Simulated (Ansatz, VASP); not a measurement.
Lu in VASP and in Ansatz

Contents of INCAR:

```
PREC     = Accurate       # precision mode
ENCUT    = 520            # plane-wave cutoff, eV
EDIFF    = 1E-7           # SCF threshold, eV
ISMEAR   = -1             # smearing method
SIGMA    = 0.1            # smearing width, eV
LREAL    = F              # projectors in reciprocal space
LASPH    = T              # aspherical terms in the spheres
NELM     = 60             # most SCF steps
ALGO     = Normal         # electronic algorithm
ISIF     = 2              # what is computed and relaxed
LWAVE    = F              # write WAVECAR
LCHARG   = T              # write CHGCAR
GGA      = RE             # functional
LELF     = T              # ELF
LVHAR    = T            
NBANDS   = 44             # bands
```

The input KPOINTS:

```
regular mesh
0
Gamma
  8 8 10
```

POSCAR

```
Lu
1.0
    5.4280595776      0.0000000000      0.0000000000
   -2.7140297888      4.7008374874      0.0000000000
    0.0000000000      0.0000000000      3.3991700337
Lu
3
Direct
    0.0000000000      0.0000000000      1.0000000000
    0.3333333333      0.6666666667      0.5000000000
    0.6666666667      0.3333333333      0.5000000000
```

Input for Ansatz:

```yaml
crystal:
  lattice:
    - [5.4280595776, 0.0, 0.0]
    - [-2.7140297888, 4.7008374874, 0.0]
    - [0.0, 0.0, 3.3991700337]
  atoms:
    - { symbol: Lu, position: [0.0, 0.0, 1.0] }
    - { symbol: Lu, position: [0.3333333333, 0.6666666667, 0.5] }
    - { symbol: Lu, position: [0.6666666667, 0.3333333333, 0.5] }
hamiltonian:
  xc: revpbe
  pseudopotentials:
    kind: paw
    azcp:
      Lu: "pseudopotentials/Lu.paw.azcp"
basis:
  ecutwfc: 420
  fft_grid_basis: typed
kpoints:
  mp_grid: { grid: [8, 8, 10], shift: [0, 0, 0] }
magnetization:
  spin_polarized: false
scf:
  occupations: { method: fermi_dirac, width: 0.1 }
  lower_state_search: "off"
output:
  stress: true
```

Alike in both runs: task single point; functional revPBE; k mesh 8 × 8 × 10; occupations fermi-dirac, width 0.1 eV; no spin polarisation.

```csv
,VASP,Ansatz
version,VASP 6.6.1,Ansatz 0.2.0
potentials or method,"VASP PAW PBE potentials, release 64 (Lu), cutoff 520 eV","plane waves (420 eV) with PAW, scalar-relativistic"
valence electrons in the cell,75,75
```

Ansatz gave:

| Item | Value |
| --- | --- |
| pressure (GPa) | 1.8 |
| traceless stress, the component that is largest in VASP (GPa) | 0.06 |

**Question.** What did VASP give for the same quantities?

**Answer.** Pressure (GPa): 1.9; traceless stress, the component that is largest in VASP (GPa): 0.03.

VASP's potentials were made for PBE, not for revPBE. The functional is the same, so the differences come from potentials, cutoffs and numerics.

Spin-orbit coupling is off throughout.
